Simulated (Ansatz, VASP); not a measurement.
Two plane-wave programs on Hg

```xyz
2
Lattice="0.0000 3.1464 3.1464 3.1464 0.0000 3.1464 3.1464 3.1464 0.0000" Properties=species:S:1:pos:R:3 pbc="T T T"
Hg    0.7866    0.7866    0.7866
Hg    5.5062    5.5062    5.5062
```

Alike in both runs: task relaxation of cell and atoms; functional r2SCAN; k mesh 9 × 9 × 9; occupations fermi-dirac, width 0.1 eV; no spin polarisation.

|  | VASP | Ansatz |
| --- | --- | --- |
| version | VASP 6.6.1 | Ansatz 0.2.0 |
| potentials or method | VASP PAW PBE potentials, release 64 (Hg), cutoff 600 eV | plane waves (500 eV) with PAW, scalar-relativistic |
| valence electrons in the cell | 24 | 40 |

Ansatz gave:

- relaxed volume (Å³/atom): 38.19
- relaxed cell length with the largest relative difference (Å): 4.763

Question: Estimate VASP's values.

Answer: Relaxed volume (Å³/atom): 38.99; relaxed cell length with the largest relative difference (Å): 4.796.

VASP's potentials were made for PBE, not for r2SCAN. VASP's potentials hold 24 valence electrons a cell and Ansatz's 40, so a difference there can come from the potentials and not from the codes.

Spin-orbit coupling is off throughout. Noted on VASP's run: the volume moved by over 15 % at a fixed basis, so the end points are rough.
